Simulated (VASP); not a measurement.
# SnO (Pmn2_1) in VASP: further runs

Runs on SnO. Level: PBEsol+D3(BJ). Tasks: single point, relaxation of shape and atoms at fixed volume, relaxation of cell and atoms.

Everything below comes from runs of VASP 6.6.1. Logs are shortened: lines on timing, memory, paths and dates and some standing lists are left out, and cuts for length are marked.

**1. The cell of the first run**

The structure is orthorhombic, space group Pmn2_1 (No. 31). Conventional cell: a = 3.319 Å, b = 5.689 Å, c = 3.765 Å, α = 90.00°, β = 90.00°, γ = 90.00°. Sn (site symmetry m) has 3 O at 2.13 to 2.15 Å within 2.8 Å. O (site symmetry m) has 3 Sn at 2.13 to 2.15 Å and 4 O at 2.85 Å within 2.9 Å.

**2. Single point, PBEsol+D3(BJ) (17.77 Å³/atom)**

Input file INCAR:

```
PREC = Accurate
ENCUT = 520
EDIFF = 1E-6
ISMEAR = 0
SIGMA = 0.02
LREAL = False
LASPH = True
NELM = 60
ALGO = Normal
ISIF = 2
LWAVE = False
LCHARG = True
GGA = PS
IVDW = 12
LELF = True
LVHAR = True
NBANDS = 28
```

Input file KPOINTS:

```
regular mesh
0
Gamma
  8 6 8
```

Input file POSCAR:

```
SnO
1.0
    3.3186158390      0.0000000000      0.0000000000
    0.0000000000      5.6885583965      0.0000000000
    0.0000000000      0.0000000000      3.7646037500
Sn O
2 2
Direct
    0.0000000000      0.2365751725      0.5330517271
    0.5000000000      0.7634248275      0.0330517271
    0.0000000000      0.8816598588      0.7169492729
    0.5000000000      0.1183401412      0.2169492729
```

Potentials or basis: VASP PAW PBE potentials, release 64 (Sn_d, O).

The run is started by

```sh
> cat potpaw_PBE.64/Sn_d/POTCAR potpaw_PBE.64/O/POTCAR > POTCAR
> mpirun -np 1 vasp_std > vasp.out
```

OUTCAR:

```text
PREC = Accurate
   ENCUT = 520
   EDIFF = 1E-6
   ISMEAR = 0
   LREAL = False
   LASPH = True
   NELM = 60
   ISIF = 2
   GGA = PS
   IVDW = 12
 IVDW          = 12

 ion  position               nearest neighbor table
   1  0.000  0.237  0.533-   3 2.13   4 2.15   4 2.15   2 3.68   2 3.68   2 3.68   2 3.68
   2  0.500  0.763  0.033-   4 2.13   3 2.15   3 2.15   1 3.68   1 3.68   1 3.68   1 3.68
   3  0.000  0.882  0.717-   1 2.13   2 2.15   2 2.15
   4  0.500  0.118  0.217-   2 2.13   1 2.15   1 2.15

  LATTYP: Found a simple orthorhombic cell.
 ALAT       =     3.3186158390
 B/A-ratio  =     1.1343897374
 C/A-ratio  =     1.7141358544

  Lattice vectors:

 A1 = (  -3.3186158390,   0.0000000000,   0.0000000000)
 A2 = (   0.0000000000,   0.0000000000,   3.7646037500)
 A3 = (   0.0000000000,   5.6885583965,   0.0000000000)

Analysis of symmetry for initial positions (statically):
=====================================================================
 Subroutine PRICEL returns:
 Original cell was already a primitive cell.

 Routine SETGRP: Setting up the symmetry group for a
 simple orthorhombic supercell.

 Subroutine GETGRP returns: Found  4 space group operations
 (whereof  2 operations were pure point group operations)
 out of a pool of  8 trial point group operations.

The static configuration has the point symmetry C_1h.
 The point group associated with its full space group is C_2v.

Analysis of symmetry for dynamics (positions and initial velocities):
=====================================================================
 Subroutine PRICEL returns:
 Original cell was already a primitive cell.

 Routine SETGRP: Setting up the symmetry group for a
 simple orthorhombic supercell.

 Subroutine GETGRP returns: Found  4 space group operations
 (whereof  2 operations were pure point group operations)
 out of a pool of  8 trial point group operations.

The dynamic configuration has the point symmetry C_1h.
 The point group associated with its full space group is C_2v.

 Subroutine INISYM returns: Found  4 space group operations
 (whereof  2 operations are pure point group operations),
 and found     1 'primitive' translations

----------------------------------------------------------------------------------------

                                     Primitive cell

  volume of cell :      71.0687

  direct lattice vectors                    reciprocal lattice vectors
     3.318615839  0.000000000  0.000000000     0.301330449  0.000000000  0.000000000
     0.000000000  5.688558397  0.000000000     0.000000000  0.175791462  0.000000000
     0.000000000  0.000000000  3.764603750     0.000000000  0.000000000  0.265632206

  length of vectors
     3.318615839  5.688558397  3.764603750     0.301330449  0.175791462  0.265632206

  position of ions in fractional coordinates (direct lattice)
     0.000000000  0.236575172  0.533051727
     0.500000000  0.763424828  0.033051727
     0.000000000  0.881659859  0.716949273
     0.500000000  0.118340141  0.216949273

  ion indices of the primitive-cell ions
   primitive index   ion index
                 1           1
                 2           2
                 3           3
                 4           4

----------------------------------------------------------------------------------------

 KPOINTS: regular mesh

Automatic generation of k-mesh.
 Grid dimensions read from file:
 generate k-points for:    8    6    8

 Generating k-lattice:

  Cartesian coordinates                     Fractional coordinates (reciprocal lattice)
     0.037666306  0.000000000  0.000000000     0.125000000  0.000000000  0.000000000
     0.000000000  0.029298577  0.000000000     0.000000000  0.166666667  0.000000000
     0.000000000  0.000000000  0.033204026     0.000000000  0.000000000  0.125000000

  Length of vectors
     0.037666306  0.029298577  0.033204026

  Shift w.r.t. Gamma in fractional coordinates (k-lattice)
     0.000000000  0.000000000  0.000000000

 Subroutine IBZKPT returns following result:
 ===========================================

 Found    100 irreducible k-points:

 Following reciprocal coordinates:
            Coordinates               Weight
  0.000000  0.000000  0.000000      1.000000
  0.125000  0.000000  0.000000      2.000000
  0.250000  0.000000  0.000000      2.000000
  0.375000  0.000000  0.000000      2.000000
  0.500000  0.000000  0.000000      1.000000
  0.000000  0.166667  0.000000      2.000000
[... 16 lines left out ...]
  0.250000  0.000000  0.125000      4.000000
  0.375000  0.000000  0.125000      4.000000
 [... further k-points ...]
   k-points           NKPTS =    100   k-points in BZ     NKDIM =    100   number of bands    NBANDS=     28
   number of dos      NEDOS =    301   number of ions     NIONS =      4
   total plane-waves  NPLWV =  32928
   dimension x,y,z NGX =    28 NGY =   42 NGZ =   28
   dimension x,y,z NGXF=    56 NGYF=   84 NGZF=   56
   ions per type =               2   2
   NGX,Y,Z   is equivalent  to a cutoff of  14.03, 12.27, 12.36 a.u.
   NGXF,Y,Z  is equivalent  to a cutoff of  28.05, 24.55, 24.73 a.u.
 SYSTEM =  unknown system
   PREC   = accura    normal or accurate (medium, high low for compatibility)
   ISTART =      0    job   : 0-new  1-cont  2-samecut
   ICHARG =      2    charge: 1-file 2-atom 10-const
   ISPIN  =      1    spin polarized calculation?
   LNONCOLLINEAR =      F non collinear calculations
   LSORBIT =      F    spin-orbit coupling
   LASPH  =      T    aspherical Exc in radial PAW
   ENCUT  =  520.0 eV  38.22 Ry    6.18 a.u.   6.17 10.58  7.00*2*pi/ulx,y,z
   NELM   =     60;   NELMIN=  2; NELMDL= -5     # of ELM steps
   EDIFF  = 0.1E-05   stopping-criterion for ELM
   LREAL  =      F    real-space projection
   EDIFFG = 0.1E-04   stopping-criterion for IOM
   NSW    =      0    number of steps for IOM
   IBRION =     -1    ionic relax: 0-MD 1-quasi-New 2-CG
   NFREE  =      0    steps in history (QN), initial steepest desc. (CG)
   ISIF   =      2    stress and relaxation
   ISYM   =      2    0-nonsym 1-usesym 2-fastsym
   POTIM  = 0.5000    time-step for ionic-motion
   TEBEG  =    0.0;   TEEND  =   0.0 temperature during run
   PSTRESS=    0.0 pullay stress
   NELECT =      40.0000    total number of electrons
   NUPDOWN=      -1.0000    fix difference up-down
   EMIN   =  10.00;   EMAX   =-10.00  energy-range for DOS
   EFERMI =   0.00;   METHOD = LEGACY
   ISMEAR =     0;   SIGMA  =   0.02  broadening in eV -4-tet -1-fermi 0-gaus
   EFERMI_NEDOS =   21; number of points for ismear=-14 and -15
   IALGO  =     38    algorithm
   IMIX   =      4    mixing-type and parameters
     AMIX     =   0.40;   BMIX     =  1.00
     AMIX_MAG =   1.60;   BMIX_MAG =  1.00
  volume/ion in A,a.u.               =      17.77       119.90
  Fermi-wavevector in a.u.,A,eV,Ry     =   1.351664  2.554274 24.857775  1.826995
  Thomas-Fermi vector in A             =   2.479067
   LORBIT       =      0    0 simple, 1 ext, 2 COOP (PROOUT), +10 PAW based schemes
   GGA     = PS    functional components
   LHFCALC =     F    Hartree Fock is set to
   AEXX    =    0.0000 exact exchange contribution
   IVDW    =    12    specifies the selected vdW correction
   LEPSILON=     F    determine dielectric tensor
   LRPA    =     F    only Hartree local field effects (RPA)
 non-spin polarized calculation
 Gauss-broadening in eV      SIGMA  =   0.02
  energy-cutoff  :      520.00
  volume of cell :       71.07
 maximum number of plane-waves:      1932
 NGX is ok and might be reduce to    28
   NGX = 13   NGY = 21   NGZ = 13

 number of electron      40.0000012 magnetization

 Free energy of the ion-electron system (eV)
  ---------------------------------------------------
  ext. energy  EPLUGINS =         0.00000000
  ---------------------------------------------------
  free energy    TOTEN  =       -23.82896819 eV

  energy without entropy =      -23.82896819  energy(sigma->0) =      -23.82896819

 E-fermi :   6.1939     XC(G=0): -10.4496

 val. band max:        6.0692468885   @ k =   0.0000   0.0000   0.0000
 cond. band min:       7.2159713898   @ k =   0.3750   0.5000   0.0000
 fundamental gap:      1.1467245013
 Fermi energy:         6.1939203130

 k-point     1 :       0.0000    0.0000    0.0000
  band No.  band energies     occupation
      1     -15.1770      2.00000
      2     -14.8233      2.00000
      3     -14.7541      2.00000
      4     -14.6887      2.00000
      5     -14.6604      2.00000
      6     -14.6564      2.00000
[... 20 lines left out ...]
     27      15.2851      0.00000
     28      15.8030      0.00000

 k-point     2 :       0.1250    0.0000    0.0000
  band No.  band energies     occupation
      1     -15.1685      2.00000
      2     -14.8150      2.00000
      3     -14.7433      2.00000
      4     -14.7322      2.00000
      5     -14.6700      2.00000
      6     -14.6540      2.00000
[... 20 lines left out ...]
     27      15.3144      0.00000
     28      16.0694      0.00000

 k-point     3 :       0.2500    0.0000    0.0000
  band No.  band energies     occupation
      1     -15.1579      2.00000
      2     -14.9175      2.00000
      3     -14.7141      2.00000
      4     -14.7103      2.00000
      5     -14.6846      2.00000
      6     -14.6593      2.00000
[... 20 lines left out ...]
     27      15.1717      0.00000
     28      16.1682      0.00000

 k-point     4 :       0.3750    0.0000    0.0000
  band No.  band energies     occupation
      1     -15.1535      2.00000
      2     -15.0477      2.00000
      3     -14.6889      2.00000
      4     -14.6819      2.00000
      5     -14.6734      2.00000
      6     -14.6665      2.00000
[... 578 lines left out ...]
     27      15.4062      0.00000
     28      16.9533      0.00000

 k-point    23 :       0.2500    0.0000    0.1250
  band No.  band energies     occupation
      1     -15.1569      2.00000
      2     -14.9405      2.00000
      3     -14.7079      2.00000
      4     -14.7079      2.00000
      5     -14.6864      2.00000
      6     -14.6606      2.00000
[... 20 lines left out ...]
     27      15.3278      0.00000
     28      16.9450      0.00000

 k-point    24 :       0.3750    0.0000    0.1250
  band No.  band energies     occupation
      1     -15.1596      2.00000
      2     -15.0644      2.00000
      3     -14.6933      2.00000
      4     -14.6807      2.00000
      5     -14.6737      2.00000
      6     -14.6596      2.00000
[... 20 lines left out ...]
     27      15.6779      0.00000
     28      17.0077      0.00000

 [... further k-points ...]

------------------------ aborting loop because EDIFF is reached ----------------------------------------

 Edisp (eV)   -0.84759

 E8    (eV) :    -0.5602

  FORCE on cell =-STRESS in cart. coord.  units (eV):
  Direction    XX          YY          ZZ          XY          YZ          ZX
  --------------------------------------------------------------------------------------
  -------------------------------------------------------------------------------------
  Total      -0.52426    -0.49841    -0.52661     0.00000     0.00000     0.00000
  in kB     -11.81888   -11.23629   -11.87197     0.00000     0.00000     0.00000
  external pressure =      -11.64 kB  Pullay stress =        0.00 kB

 VOLUME and BASIS-vectors are now :
 -----------------------------------------------------------------------------
  energy-cutoff  :      520.00
  volume of cell :       71.07
      direct lattice vectors                 reciprocal lattice vectors
     3.318615839  0.000000000  0.000000000     0.301330449  0.000000000  0.000000000
     0.000000000  5.688558397  0.000000000     0.000000000  0.175791462  0.000000000
     0.000000000  0.000000000  3.764603750     0.000000000  0.000000000  0.265632206

 POSITION                                       TOTAL-FORCE (eV/Angst)
 -----------------------------------------------------------------------------------
      0.00000      1.34577      2.00673         0.000000      0.080838      0.030323
      1.65931      4.34279      0.12443         0.000000     -0.080838      0.030323
      0.00000      5.01537      2.69903         0.000000     -0.001030     -0.030323
      1.65931      0.67318      0.81673         0.000000      0.001030     -0.030323
 -----------------------------------------------------------------------------------
    total drift:                                0.000000      0.000000      0.001039

  FREE ENERGIE OF THE ION-ELECTRON SYSTEM (eV)
  ---------------------------------------------------
  free  energy   TOTEN  =       -24.6765582836 eV

  energy  without entropy=      -24.6765582836  energy(sigma->0) =      -24.67655828
```

Wall time 77 s (1 thread of Intel Xeon 6975P-C (Granite Rapids), shared host); peak memory 0.29 GiB.

Results:

```
Free energy                : -24.6766 eV
Pressure                   : -1.2 GPa
Largest force              : 0.086 eV/Å
Band gap on the k mesh     : 1.15 eV (least direct gap 1.77 eV)
Dispersion energy per atom : -0.212 eV
```

Forces on the atoms (eV/Å):
```
Sn   0.000  0.081  0.030
Sn   0.000 -0.081  0.030
O    0.000 -0.001 -0.030
O    0.000  0.001 -0.030
```

Levels at points of the mesh, in eV from the valence-band top:
```
           k point  band 17  band 18  band 19  band 20  band 21  band 22  band 23  band 24
(0.00, 0.00, 0.00)    -3.91    -2.79    -2.33     0.00     3.18     3.50     6.39     6.48
(0.50, 0.00, 0.00)    -2.87    -2.87    -1.33    -1.33     2.45     2.45     5.84     5.84
(0.00, 0.50, 0.00)    -4.02    -2.82    -2.00    -1.66     3.26     4.65     5.11     5.75
(0.50, 0.50, 0.00)    -2.85    -2.85    -1.22    -1.22     1.98     1.98     6.38     6.38
(0.00, 0.00, 0.50)    -3.36    -3.36    -1.47    -1.47     2.38     2.38     5.60     5.60
(0.50, 0.00, 0.50)    -3.75    -3.75    -1.36    -1.36     2.11     2.11     4.60     4.60
(0.00, 0.50, 0.50)    -3.21    -3.21    -1.57    -1.57     1.91     1.91     5.92     5.92
(0.50, 0.50, 0.50)    -4.03    -4.03    -0.55    -0.55     2.29     2.29     4.16     4.16
```

Caveat: the PAW data sets were made with another functional, which shifts forces and pressure a little; spin-orbit coupling is left out, which moves the levels of the heavy elements.

**3. Single point, PBEsol+D3(BJ) (18.44 Å³/atom)**

This run uses another cell than the first one, of 18.44 Å³/atom.

Input file INCAR:

```
  PREC = Accurate
  ENCUT = 520
  EDIFF = 1E-6
  ISMEAR = 0
  SIGMA = 0.02
  LREAL = False
  LASPH = True
  NELM = 100
  ALGO = Normal
  ISIF = 2
  LWAVE = False
  LCHARG = False
  GGA = PS
  IVDW = 12
  NBANDS = 28
```

Input file KPOINTS:

```
Automatic mesh
0
Gamma
  8 6 8
```

Input file POSCAR:

```
SnO
1.0
    3.3230946770      0.0000000000      0.0000000000
    0.0000000000      5.7302358009      0.0000000000
    0.0000000000      0.0000000000      3.8730230738
Sn O
2 2
Direct
    0.0000000000      0.2331278092      0.5267455305
    0.5000000000      0.7668721908      0.0267455305
    0.0000000000      0.8854247068      0.7232554695
    0.5000000000      0.1145752932      0.2232554695
```

Potentials or basis: VASP PAW PBE potentials, release 64 (Sn_d, O).

The run is started by

```sh
> cat potpaw_PBE.64/Sn_d/POTCAR potpaw_PBE.64/O/POTCAR > POTCAR
> mpirun -np 1 vasp_std > vasp.out
```

OUTCAR:

```text
PREC = Accurate
   ENCUT = 520
   EDIFF = 1E-6
   ISMEAR = 0
   LREAL = False
   LASPH = True
   NELM = 100
   ISIF = 2
   GGA = PS
   IVDW = 12
 IVDW          = 12

 ion  position               nearest neighbor table
   1  0.000  0.233  0.527-   3 2.13   4 2.15   4 2.15   2 3.69   2 3.69   2 3.69   2 3.69
   2  0.500  0.767  0.027-   4 2.13   3 2.15   3 2.15   1 3.69   1 3.69   1 3.69   1 3.69
   3  0.000  0.885  0.723-   1 2.13   2 2.15   2 2.15
   4  0.500  0.115  0.223-   2 2.13   1 2.15   1 2.15

  LATTYP: Found a simple orthorhombic cell.
 ALAT       =     3.3230946770
 B/A-ratio  =     1.1654868279
 C/A-ratio  =     1.7243673015

  Lattice vectors:

 A1 = (  -3.3230946770,   0.0000000000,   0.0000000000)
 A2 = (   0.0000000000,   0.0000000000,   3.8730230738)
 A3 = (   0.0000000000,   5.7302358009,   0.0000000000)

Analysis of symmetry for initial positions (statically):
=====================================================================
 Subroutine PRICEL returns:
 Original cell was already a primitive cell.

[... 175 lines left out ...]

 E-fermi :   5.7469     XC(G=0): -10.2349

 val. band max:        5.6321220865   @ k =   0.0000   0.0000   0.0000
 cond. band min:       6.8759722083   @ k =   0.3750   0.5000   0.0000
 fundamental gap:      1.2438501218
 Fermi energy:         5.7469298816

 k-point     1 :       0.0000    0.0000    0.0000
  band No.  band energies     occupation
      1     -15.5804      2.00000
      2     -15.2193      2.00000
      3     -15.1391      2.00000
      4     -15.0886      2.00000
      5     -15.0604      2.00000
      6     -15.0472      2.00000
[... 733 lines left out ...]
     27      15.0703      0.00000
     28      16.3250      0.00000

 [... further k-points ...]

------------------------ aborting loop because EDIFF is reached ----------------------------------------

 Edisp (eV)   -0.81598

 E8    (eV) :    -0.5393

  FORCE on cell =-STRESS in cart. coord.  units (eV):
  Direction    XX          YY          ZZ          XY          YZ          ZX
  --------------------------------------------------------------------------------------
  -------------------------------------------------------------------------------------
  Total      -0.80199    -0.76389    -0.77592     0.00000     0.00000     0.00000
  in kB     -17.42259   -16.59497   -16.85631     0.00000     0.00000     0.00000
  external pressure =      -16.96 kB  Pullay stress =        0.00 kB

 VOLUME and BASIS-vectors are now :
 -----------------------------------------------------------------------------
  energy-cutoff  :      520.00
  volume of cell :       73.75
      direct lattice vectors                 reciprocal lattice vectors
     3.323094677  0.000000000  0.000000000     0.300924318  0.000000000  0.000000000
     0.000000000  5.730235801  0.000000000     0.000000000  0.174512888  0.000000000
     0.000000000  0.000000000  3.873023074     0.000000000  0.000000000  0.258196241

 POSITION                                       TOTAL-FORCE (eV/Angst)
 -----------------------------------------------------------------------------------
      0.00000      1.33588      2.04010         0.000000      0.078351      0.029666
      1.66155      4.39436      0.10359         0.000000     -0.078351      0.029666
      0.00000      5.07369      2.80119         0.000000      0.001612     -0.029666
      1.66155      0.65654      0.86467         0.000000     -0.001612     -0.029666
 -----------------------------------------------------------------------------------
    total drift:                                0.000000      0.000000     -0.000836

  FREE ENERGIE OF THE ION-ELECTRON SYSTEM (eV)
  ---------------------------------------------------
  free  energy   TOTEN  =       -24.6488762573 eV

  energy  without entropy=      -24.6488762573  energy(sigma->0) =      -24.64887626
```

It took 88 s on 1 thread of Intel Xeon 6975P-C (Granite Rapids), shared host; peak memory 0.32 GiB.

Results:

- Free energy: -24.6489 eV
- Pressure: -1.7 GPa
- Largest force: 0.084 eV/Å
- Band gap on the k mesh: 1.24 eV (least direct gap 1.88 eV)
- Dispersion energy per atom: -0.204 eV

Forces in eV/Å, atoms in the order of the input:
```
Sn   0.000  0.078  0.030
Sn   0.000 -0.078  0.030
O    0.000  0.002 -0.030
O    0.000 -0.002 -0.030
```

Levels at points of the mesh, in eV from the valence-band top:
| k point | band 18 | band 19 | band 20 | band 21 | band 22 | band 23 |
| --- | --- | --- | --- | --- | --- | --- |
| (0.00, 0.00, 0.00) | -2.76 | -2.25 | 0.00 | 3.17 | 3.27 | 6.26 |
| (0.50, 0.00, 0.00) | -2.80 | -1.29 | -1.29 | 2.47 | 2.47 | 5.79 |
| (0.00, 0.50, 0.00) | -2.78 | -1.89 | -1.59 | 3.28 | 4.48 | 5.03 |
| (0.50, 0.50, 0.00) | -2.81 | -1.11 | -1.11 | 1.95 | 1.95 | 6.41 |
| (0.00, 0.00, 0.50) | -3.34 | -1.53 | -1.53 | 2.44 | 2.44 | 5.47 |
| (0.50, 0.00, 0.50) | -3.59 | -1.21 | -1.21 | 2.16 | 2.16 | 4.54 |
| (0.00, 0.50, 0.50) | -3.14 | -1.54 | -1.54 | 1.90 | 1.90 | 5.91 |
| (0.50, 0.50, 0.50) | -3.84 | -0.49 | -0.49 | 2.37 | 2.37 | 4.14 |

Caveat: the PAW data sets were made with another functional, which shifts forces and pressure a little; spin-orbit coupling is left out, which moves the levels of the heavy elements. A k mesh can miss the band edges.

[end of part 1 of 3]
